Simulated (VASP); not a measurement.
# V (Im-3m) in VASP: a series of runs

Runs on V. Level: r2SCAN. Tasks: single point.

Everything below comes from runs of VASP 6.6.1. Logs are shortened: lines on timing, memory, paths and dates and some standing lists are left out, and cuts for length are marked.

### 1 The cell of the first run

It takes space group Im-3m (No. 229, cubic). The conventional cell has a = 2.987 Å, b = 2.987 Å, c = 2.987 Å, α = 90.00°, β = 90.00°, γ = 90.00°. Within 3.4 Å of V (site symmetry m-3m) lie 14 V at 2.59 to 2.99 Å.

### 2 Single point, r2SCAN, collinear spin, ferromagnetic start

POSCAR

```
V
1.0
   -1.4935933934      1.4935933934      1.4935933934
    1.4935933934     -1.4935933934      1.4935933934
    1.4935933934      1.4935933934     -1.4935933934
V
1
Direct
    0.0000000000      0.0000000000      0.0000000000
```

INCAR.step1

```
PREC = Accurate ; ENCUT = 520
ISMEAR = 0 ; SIGMA = 0.1
LREAL = False ; LASPH = True
NELM = 150 ; ISPIN = 2
MAGMOM = 0.31 ; LMAXMIX = 4
NBANDS = 16 ; GGA = PE
ALGO = Normal ; EDIFF = 1E-4
LWAVE = True ; LCHARG = False
```

INCAR.step2

```
PREC = Accurate ; ENCUT = 520
EDIFF = 1E-6 ; ISMEAR = 0
SIGMA = 0.1 ; LREAL = False
LASPH = True ; NELM = 150
ALGO = Normal ; ISIF = 2
LWAVE = False ; LCHARG = False
ISPIN = 2 ; MAGMOM = 0.31
LORBIT = 11 ; LMAXMIX = 4
METAGGA = R2SCAN ; LMIXTAU = True
NBANDS = 16 ; ISTART = 1
```

KPOINTS

```
Automatic mesh
0
Gamma
  10 10 10
```

Potentials or basis: VASP PAW PBE potentials, release 64 (V_sv).

The run is started by

```bash
cat potpaw_PBE.64/V_sv/POTCAR > POTCAR
cp INCAR.step1 INCAR
mpirun -np 1 vasp_std > vasp.out
cp INCAR.step2 INCAR
mpirun -np 1 vasp_std > vasp.out
```

OUTCAR:

```text
PREC = Accurate
   ENCUT = 520
   EDIFF = 1E-6
   ISMEAR = 0
   LREAL = False
   LASPH = True
   NELM = 150
   ISIF = 2
   ISPIN = 2
   LORBIT = 11
   METAGGA = R2SCAN
   ISTART = 1

 ion  position               nearest neighbor table
   1  0.000  0.000  0.000-

  LATTYP: Found a body centered cubic cell.
 ALAT       =     2.9871867868

  Lattice vectors:

 A1 = (  -1.4935933934,   1.4935933934,   1.4935933934)
 A2 = (   1.4935933934,  -1.4935933934,   1.4935933934)
 A3 = (   1.4935933934,   1.4935933934,  -1.4935933934)

Analysis of symmetry for initial positions (statically):
=====================================================================
 Subroutine PRICEL returns:
 Original cell was already a primitive cell.

 Routine SETGRP: Setting up the symmetry group for a
 body centered cubic supercell.

 Subroutine GETGRP returns: Found 48 space group operations
 (whereof 48 operations were pure point group operations)
 out of a pool of 48 trial point group operations.

The static configuration has the point symmetry O_h .

Analysis of symmetry for dynamics (positions and initial velocities):
=====================================================================
 Subroutine PRICEL returns:
 Original cell was already a primitive cell.

 Routine SETGRP: Setting up the symmetry group for a
 body centered cubic supercell.

 Subroutine GETGRP returns: Found 48 space group operations
 (whereof 48 operations were pure point group operations)
 out of a pool of 48 trial point group operations.

The dynamic configuration has the point symmetry O_h .

Analysis of structural, dynamic, and magnetic symmetry:
=====================================================================
 Subroutine PRICEL returns:
 Original cell was already a primitive cell.

 Routine SETGRP: Setting up the symmetry group for a
 body centered cubic supercell.

 Subroutine GETGRP returns: Found 48 space group operations
 (whereof 48 operations were pure point group operations)
 out of a pool of 48 trial point group operations.

The overall configuration has the point symmetry O_h .

 Subroutine INISYM returns: Found 48 space group operations
 (whereof 48 operations are pure point group operations),
 and found     1 'primitive' translations

----------------------------------------------------------------------------------------

                                     Primitive cell

  volume of cell :      13.3278

  direct lattice vectors                    reciprocal lattice vectors
    -1.493593393  1.493593393  1.493593393     0.000000000  0.334763130  0.334763130
     1.493593393 -1.493593393  1.493593393     0.334763130  0.000000000  0.334763130
     1.493593393  1.493593393 -1.493593393     0.334763130  0.334763130  0.000000000

  length of vectors
     2.586979643  2.586979643  2.586979643     0.473426559  0.473426559  0.473426559

  position of ions in fractional coordinates (direct lattice)
     0.000000000  0.000000000  0.000000000

  ion indices of the primitive-cell ions
   primitive index   ion index
                 1           1

----------------------------------------------------------------------------------------

 KPOINTS: Automatic mesh

Automatic generation of k-mesh.
 Grid dimensions read from file:
 generate k-points for:   10   10   10

 Generating k-lattice:

  Cartesian coordinates                     Fractional coordinates (reciprocal lattice)
     0.000000000  0.033476313  0.033476313     0.100000000  0.000000000  0.000000000
     0.033476313  0.000000000  0.033476313     0.000000000  0.100000000  0.000000000
     0.033476313  0.033476313  0.000000000     0.000000000  0.000000000  0.100000000

  Length of vectors
     0.047342656  0.047342656  0.047342656

  Shift w.r.t. Gamma in fractional coordinates (k-lattice)
     0.000000000  0.000000000  0.000000000

 Subroutine IBZKPT returns following result:
 ===========================================

 Found     47 irreducible k-points:

 Following reciprocal coordinates:
            Coordinates               Weight
  0.000000  0.000000  0.000000      1.000000
  0.100000  0.000000  0.000000     12.000000
  0.200000  0.000000  0.000000     12.000000
  0.300000  0.000000  0.000000     12.000000
  0.400000  0.000000  0.000000     12.000000
  0.500000  0.000000  0.000000      6.000000
[... 16 lines left out ...]
  0.300000  0.300000  0.100000      8.000000
 -0.300000  0.300000  0.100000     24.000000
 [... further k-points ...]
   k-points           NKPTS =     47   k-points in BZ     NKDIM =     47   number of bands    NBANDS=     16
   number of dos      NEDOS =    301   number of ions     NIONS =      1
   total plane-waves  NPLWV =   8000
   dimension x,y,z NGX =    20 NGY =   20 NGZ =   20
   dimension x,y,z NGXF=    40 NGYF=   40 NGZF=   40
   ions per type =               1
   NGX,Y,Z   is equivalent  to a cutoff of  12.85, 12.85, 12.85 a.u.
   NGXF,Y,Z  is equivalent  to a cutoff of  25.71, 25.71, 25.71 a.u.
 SYSTEM =  unknown system
   PREC   = accura    normal or accurate (medium, high low for compatibility)
   ISTART =      1    job   : 0-new  1-cont  2-samecut
   ICHARG =      0    charge: 1-file 2-atom 10-const
   ISPIN  =      2    spin polarized calculation?
   LNONCOLLINEAR =      F non collinear calculations
   LSORBIT =      F    spin-orbit coupling
   LASPH  =      T    aspherical Exc in radial PAW
   ENCUT  =  520.0 eV  38.22 Ry    6.18 a.u.   4.81  4.81  4.81*2*pi/ulx,y,z
   NELM   =    150;   NELMIN=  2; NELMDL=  0     # of ELM steps
   EDIFF  = 0.1E-05   stopping-criterion for ELM
   LREAL  =      F    real-space projection
   EDIFFG = 0.1E-04   stopping-criterion for IOM
   NSW    =      0    number of steps for IOM
   IBRION =     -1    ionic relax: 0-MD 1-quasi-New 2-CG
   NFREE  =      0    steps in history (QN), initial steepest desc. (CG)
   ISIF   =      2    stress and relaxation
   ISYM   =      2    0-nonsym 1-usesym 2-fastsym
   POTIM  = 0.5000    time-step for ionic-motion
   TEBEG  =    0.0;   TEEND  =   0.0 temperature during run
   PSTRESS=    0.0 pullay stress
   NELECT =      13.0000    total number of electrons
   NUPDOWN=      -1.0000    fix difference up-down
   EMIN   =  10.00;   EMAX   =-10.00  energy-range for DOS
   EFERMI =   0.00;   METHOD = LEGACY
   ISMEAR =     0;   SIGMA  =   0.10  broadening in eV -4-tet -1-fermi 0-gaus
   EFERMI_NEDOS =   21; number of points for ismear=-14 and -15
   IALGO  =     38    algorithm
   IMIX   =      4    mixing-type and parameters
     AMIX     =   0.40;   BMIX     =  1.00
     AMIX_MAG =   1.60;   BMIX_MAG =  1.00
  volume/ion in A,a.u.               =      13.33        89.94
  Fermi-wavevector in a.u.,A,eV,Ry     =   1.623567  3.068097 35.864550  2.635970
  Thomas-Fermi vector in A             =   2.716996
   LORBIT       =     11    0 simple, 1 ext, 2 COOP (PROOUT), +10 PAW based schemes
   METAGGA = R2SCAN    functional components
   LHFCALC =     F    Hartree Fock is set to
   AEXX    =    0.0000 exact exchange contribution
   IVDW    =     0    specifies the selected vdW correction
   LEPSILON=     F    determine dielectric tensor
   LRPA    =     F    only Hartree local field effects (RPA)
 spin polarized calculation
 Gauss-broadening in eV      SIGMA  =   0.10
  energy-cutoff  :      520.00
  volume of cell :       13.33
 maximum number of plane-waves:       370
   NGX =  9   NGY =  9   NGZ =  9

 number of electron      12.9999991 magnetization       0.0000021

 number of electron      12.9999991 magnetization      -0.0000009

 Free energy of the ion-electron system (eV)
  ---------------------------------------------------
  ext. energy  EPLUGINS =         0.00000000
  ---------------------------------------------------
  free energy    TOTEN  =       -14.13795640 eV

  energy without entropy =      -14.13248120  energy(sigma->0) =      -14.13521880

 E-fermi :   9.7819     XC(G=0): -14.1377

 val. band max:        9.7662560782   @ k =  -0.4000   0.4000   0.1000
 cond. band min:       9.8358667439   @ k =   0.1000   0.1000   0.0000
 fundamental gap:      0.0696106656
 Fermi energy:         9.7819264126

 spin component 1

 k-point     1 :       0.0000    0.0000    0.0000
  band No.  band energies     occupation
      1     -56.5636      1.00000
      2     -28.6941      1.00000
      3     -28.6941      1.00000
      4     -28.6941      1.00000
      5       2.7090      1.00000
      6      10.2521      0.00000
[... 8 lines left out ...]
     15      38.6734      0.00000
     16      43.1678      0.00000

 k-point     2 :       0.1000    0.0000    0.0000
  band No.  band energies     occupation
      1     -56.5433      1.00000
      2     -28.7904      1.00000
      3     -28.7231      1.00000
      4     -28.6948      1.00000
      5       3.1310      1.00000
      6      10.0726      0.00002
[... 8 lines left out ...]
     15      39.3560      0.00000
     16      40.3268      0.00000
[... 387 lines left out ...]
      5       8.0279      1.00000
      6       8.7782      1.00000
[... 8 lines left out ...]
     15      39.2995      0.00000
     16      46.5678      0.00000

 k-point    24 :      -0.3000    0.3000    0.1000
  band No.  band energies     occupation
      1     -56.4074      1.00000
      2     -29.3224      1.00000
      3     -28.9231      1.00000
      4     -28.7686      1.00000
      5       5.9638      1.00000
      6       9.4285      1.00000
[... 8 lines left out ...]
     15      36.5806      0.00000
     16      38.8483      0.00000

 [... further k-points ...]

 spin component 2

 k-point     1 :       0.0000    0.0000    0.0000
  band No.  band energies     occupation
      1     -56.5636      1.00000
      2     -28.6941      1.00000
      3     -28.6941      1.00000
      4     -28.6941      1.00000
      5       2.7090      1.00000
      6      10.2521      0.00000
[... 8 lines left out ...]
     15      38.6734      0.00000
     16      43.1679      0.00000

 k-point     2 :       0.1000    0.0000    0.0000
  band No.  band energies     occupation
      1     -56.5433      1.00000
      2     -28.7904      1.00000
      3     -28.7231      1.00000
      4     -28.6948      1.00000
      5       3.1310      1.00000
      6      10.0726      0.00002
[... 8 lines left out ...]
     15      39.3560      0.00000
     16      40.3268      0.00000
[... 387 lines left out ...]
      5       8.0279      1.00000
      6       8.7782      1.00000
[... 8 lines left out ...]
     15      39.2995      0.00000
     16      46.5678      0.00000

 k-point    24 :      -0.3000    0.3000    0.1000
  band No.  band energies     occupation
      1     -56.4074      1.00000
      2     -29.3224      1.00000
      3     -28.9231      1.00000
      4     -28.7686      1.00000
      5       5.9638      1.00000
      6       9.4285      1.00000
[... 8 lines left out ...]
     15      36.5806      0.00000
     16      38.8483      0.00000

 [... further k-points ...]
[... 5 lines left out ...]
  --------------------------------------------------------------------------------------
  -------------------------------------------------------------------------------------
  Total        0.0543514      0.0543514      0.0543514      0.0000000     -0.0000000     -0.0000000
  in kB        6.5337713      6.5337713      6.5337713      0.0000000     -0.0000000     -0.0000000
  external PRESSURE =       6.5337713 kB  Pullay stress =       0.0000000 kB

 VOLUME and BASIS-vectors are now :
 -----------------------------------------------------------------------------
  energy-cutoff  :      520.00
  volume of cell :       13.33
      direct lattice vectors                 reciprocal lattice vectors
    -1.493593393  1.493593393  1.493593393     0.000000000  0.334763130  0.334763130
     1.493593393 -1.493593393  1.493593393     0.334763130  0.000000000  0.334763130
     1.493593393  1.493593393 -1.493593393     0.334763130  0.334763130  0.000000000

 POSITION                                       TOTAL-FORCE (eV/Angst)
 -----------------------------------------------------------------------------------
      0.00000      0.00000      0.00000        -0.000000     -0.000000      0.000000
 -----------------------------------------------------------------------------------
    total drift:                                0.000000     -0.000000      0.000000

  FREE ENERGIE OF THE ION-ELECTRON SYSTEM (eV)
  ---------------------------------------------------
  free  energy   TOTEN  =       -14.1379564035 eV

  energy  without entropy=      -14.1324811988  energy(sigma->0) =      -14.13521880

 total charge

# of ion       s       p       d       tot
------------------------------------------
    1        2.342   6.248   3.039  11.630

 magnetization (x)

# of ion       s       p       d       tot
------------------------------------------
    1       -0.000  -0.000  -0.000  -0.000
```

Run time: 38 s. Hardware: 1 thread of AMD EPYC 9R45 (Zen 5), shared host; peak memory 0.11 GiB.

What came out:

- Free energy: -14.1380 eV
- Pressure: 0.7 GPa
- Net moment: 0.00 μB per cell
- Valence electrons inside the program's atomic spheres: V 11.63

Caveat: the PAW data sets were made with another functional, which shifts forces and pressure a little.

### 3 Single point, r2SCAN

This run uses another cell than the first one, of 13.26 Å³/atom, 0.995 times its volume.

POSCAR

```
V
1.0
   -1.4908960586      1.4908960586      1.4908960586
    1.4908960586     -1.4908960586      1.4908960586
    1.4908960586      1.4908960586     -1.4908960586
V
1
Direct
    0.0000000000      0.0000000000      0.0000000000
```

INCAR.step1

```
PREC = Accurate
ENCUT = 520
ISMEAR = 0
SIGMA = 0.1
LREAL = F
LASPH = T
NELM = 100
NBANDS = 12
GGA = PE
ALGO = Normal
EDIFF = 1E-4
LWAVE = T
LCHARG = F
```

INCAR.step2

```
PREC = Accurate
ENCUT = 520
EDIFF = 1E-6
ISMEAR = 0
SIGMA = 0.1
LREAL = F
LASPH = T
NELM = 100
ALGO = Normal
ISIF = 2
LWAVE = F
LCHARG = F
METAGGA = R2SCAN
LMIXTAU = T
NBANDS = 12
ISTART = 1
```

KPOINTS

```
regular mesh
0
Gamma
  20 20 20
```

Potentials or basis: VASP PAW PBE potentials, release 64 (V_sv).

The run is started by

```bash
cat potpaw_PBE.64/V_sv/POTCAR > POTCAR
cp INCAR.step1 INCAR
mpirun -np 1 vasp_std > vasp.out
cp INCAR.step2 INCAR
mpirun -np 1 vasp_std > vasp.out
```

It took 77 s on 1 thread of AMD EPYC 9R45 (Zen 5), shared host; peak memory 0.12 GiB.

Results (log left out):

| Quantity | Value |
| --- | --- |
| Free energy | -14.1335 eV |
| Pressure | 0.8 GPa |

Levels at points of the mesh, in eV from the Fermi level:
| k point | band 3 | band 4 | band 5 | band 6 | band 7 | band 8 | band 9 | band 10 | band 11 | band 12 |
| --- | --- | --- | --- | --- | --- | --- | --- | --- | --- | --- |
| (0.00, 0.00, 0.00) | -38.42 | -38.42 | -7.09 | 0.49 | 0.49 | 0.49 | 2.71 | 2.71 | 21.37 | 21.37 |
| (0.50, 0.00, 0.00) | -38.73 | -38.43 | -3.39 | -1.18 | 1.57 | 2.69 | 3.10 | 4.38 | 10.81 | 16.62 |
| (0.50, 0.50, 0.50) | -39.09 | -39.09 | -3.19 | -3.19 | 3.96 | 3.96 | 3.96 | 10.80 | 10.80 | 10.80 |

Caveat: the PAW data sets were made with another functional, which shifts forces and pressure a little.
